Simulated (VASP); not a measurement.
A run of VASP 6.6.1 is set up as follows.

The input INCAR:

```
SYSTEM = TcB
PREC = Accurate
ENCUT = 500
EDIFF = 1E-6
ISMEAR = 1
SIGMA = 0.1
LREAL = .FALSE.
LASPH = .TRUE.
NELM = 120
ALGO = Normal
ISIF = 2
LWAVE = .FALSE.
LCHARG = .TRUE.
LELF = .TRUE.
LVHAR = .TRUE.
NBANDS = 15
GGA_COMPAT = .FALSE.
```

KPOINTS

```
Automatic mesh
0
G
  9 9 8
  0 0 0
```

Contents of POSCAR:

```
TcB
1.0
    2.8315603973      0.0000000000      0.0000000000
   -1.4157752834      2.4522023391      0.0000000000
    0.0000000000      0.0000000000      2.8956157772
Tc B
1 1
Direct
    0.0000000000      0.0000000000      0.0000000000
    0.3333333333      0.6666666667      0.5000000000
```

Potentials or basis: VASP PAW LDA potentials, release 64 (Tc_pv, B).

Command:

```sh
$ cat potpaw_LDA.64/Tc_pv/POTCAR potpaw_LDA.64/B/POTCAR > POTCAR
$ mpirun -np 1 vasp_std > vasp.out
```

Task: What does it give for the pressure?

Result: 1.1 GPa.

Task: Predict the band gap on the k mesh.

Result: Zero (bands 8 and 9 overlap by 2.55 eV).

Stress tensor (GPa, compression positive):
```
1.42 0.00 0.00
0.00 1.42 0.00
0.00 0.00 0.46
```
